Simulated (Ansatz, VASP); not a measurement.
One calculation of Cd, two programs

```
Cd
1.0
     0.00000    2.16434    2.16434
     2.16434    0.00000    2.16434
     2.16434    2.16434    0.00000
Cd
1
Direct
  0.00000 0.00000 0.00000
```

Alike in both runs: task relaxation of cell and atoms; functional LDA; k mesh 16 × 16 × 16; occupations fermi-dirac, width 0.08 eV; no spin polarisation.

|  | VASP | Ansatz |
| --- | --- | --- |
| version | VASP 6.6.1 | Ansatz 0.2.0 |
| potentials or method | VASP PAW LDA potentials, release 64 (Cd) | PAW with Ansatz's default frozen-core files, scalar-relativistic |
| plane-wave cutoff (eV) | 600 | 420 |
| valence electrons in the cell | 12 | 20 |

```tsv
	VASP	Ansatz	Ansatz less VASP
relaxed volume (Å³/atom)	20.11	19.97	-0.144
relaxed length of the cell vector where the two differ most in proportion (Å)	3.052	3.045	-0.0073
```

LDA's correlation is that of Perdew and Zunger in VASP and of Perdew and Wang (1992) in Ansatz. VASP's potentials hold 12 valence electrons a cell and Ansatz's 20, so a difference there can come from the potentials and not from the codes.
